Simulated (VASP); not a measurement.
Here is a VASP 6.6.1 calculation.

INCAR

```
PREC     = Accurate       # precision mode
ENCUT    = 500            # plane-wave cutoff, eV
EDIFF    = 1E-6           # SCF threshold, eV
ISMEAR   = 0              # smearing method
SIGMA    = 0.1            # smearing width, eV
LREAL    = F              # projectors in reciprocal space
LASPH    = T              # aspherical terms in the spheres
NELM     = 120            # most SCF steps
ALGO     = Normal         # electronic algorithm
ISIF     = 2              # what is computed and relaxed
LWAVE    = F              # write WAVECAR
LCHARG   = F              # write CHGCAR
NBANDS   = 21             # bands
GGA_COMPAT= F
```

The input KPOINTS:

```
Automatic mesh
0
Gamma
  12 12 12
```

Contents of POSCAR:

```
Ge
1.0
    0.0000000000      2.8107737098      2.8107737098
    2.8107737098      0.0000000000      2.8107737098
    2.8107737098      2.8107737098      0.0000000000
Ge
2
Direct
    0.0000000000      0.0000000000      0.0000000000
    0.2500000000      0.2500000000      0.2500000000
```

Potentials or basis: VASP PAW LDA potentials, release 64 (Ge_d).

Command:

```console
$ cat potpaw_LDA.64/Ge_d/POTCAR > POTCAR
$ mpirun -np 1 vasp_std > vasp.out
```

What does it give for the pressure?

0.2 GPa.
